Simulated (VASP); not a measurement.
Write the native input for VASP 6.6.1 that does the following.

| Property | Result |
| --- | --- |
| Task | single point |
| Functional | PBEsol |
| Potentials or basis | VASP PAW PBE potentials, release 64 (Ga_d) |
| Cutoff | 520 eV |
| k mesh | 19 × 19 × 19 |
| Occupations | fermi-dirac, width 0.05 eV |
| Spin | no spin polarisation |
| Dipole correction | no |
| Further INCAR settings | ALGO = Normal; EDIFF = 1e-06; NBANDS = 20 |

The structure of Ga lies in POSCAR:

```
Ga
1.0
   -2.0540041909      2.0540041909      1.0760409215
    2.0540041909     -2.0540041909      1.0760409215
    2.0540041909      2.0540041909     -1.0760409215
Ga
2
Direct
   -0.3750000000     -0.1250000000     -0.2500000000
    0.3750000000      0.1250000000      0.2500000000
```

The input as run:

INCAR

```
PREC = Accurate
ENCUT = 520
EDIFF = 1E-6
ISMEAR = -1
SIGMA = 0.05
LREAL = False
LASPH = True
NELM = 80
ALGO = Normal
ISIF = 2
LWAVE = False
LCHARG = False
GGA = PS
NBANDS = 20
```

KPOINTS

```
regular mesh
0
Gamma
  19 19 19
```

Potentials or basis: VASP PAW PBE potentials, release 64 (Ga_d).

Launch:

```console
$ cat potpaw_PBE.64/Ga_d/POTCAR > POTCAR
$ mpirun -np 1 vasp_std > vasp.out
```

Results of the run:

```
Pressure               : 231.7 GPa
Band gap on the k mesh : zero (bands 13 and 14 overlap by 11.76 eV)
```

Caveat: the cell stands under pressure; the PAW data sets were made with another functional, which shifts forces and pressure a little.

Run time: 54 s on 1 thread of Intel(R) Xeon(R) 6975P-C (Granite Rapids), on a shared host, peak memory 0.27 GiB.
